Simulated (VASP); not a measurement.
A run of VASP 6.6.1:

The input INCAR:

```
SYSTEM = S
  PREC = Accurate
  ENCUT = 600
  EDIFF = 1E-6
  ISMEAR = -1
  SIGMA = 0.08
  LREAL = .FALSE.
  LASPH = .TRUE.
  NELM = 100
  ALGO = Normal
  ISIF = 3
  LWAVE = .FALSE.
  LCHARG = .FALSE.
  GGA = PE
  IBRION = 2
  NSW = 60
  EDIFFG = -0.005
  PSTRESS = 23.0
```

The input KPOINTS:

```
regular mesh
0
G
  13 13 13
  0 0 0
```

The input POSCAR:

```
S
1.0
    1.7682724506     -1.0209125754      3.1239479961
    0.0000000000      2.0418251507      3.1239479961
   -1.7682724506     -1.0209125754      3.1239479961
S
2
Direct
    0.2320000000      0.2320000000      0.2320000000
   -0.2320000000     -0.2320000000     -0.2320000000
```

Potentials or basis: VASP PAW PBE potentials, release 64 (S).

The run is started by

```sh
$ cat potpaw_PBE.64/S/POTCAR > POTCAR
$ mpirun -np 1 vasp_std > vasp.out
```

Hardware: 1 thread of Oxide Virtual Turin-like Processor, on a shared host.

How long does it take, and how much memory?

Wall time 11 min on 1 thread of Oxide Virtual Turin-like Processor, on a shared host, peak memory 0.19 GiB. Counts: scf iterations 78, k points 231, ion steps 16.
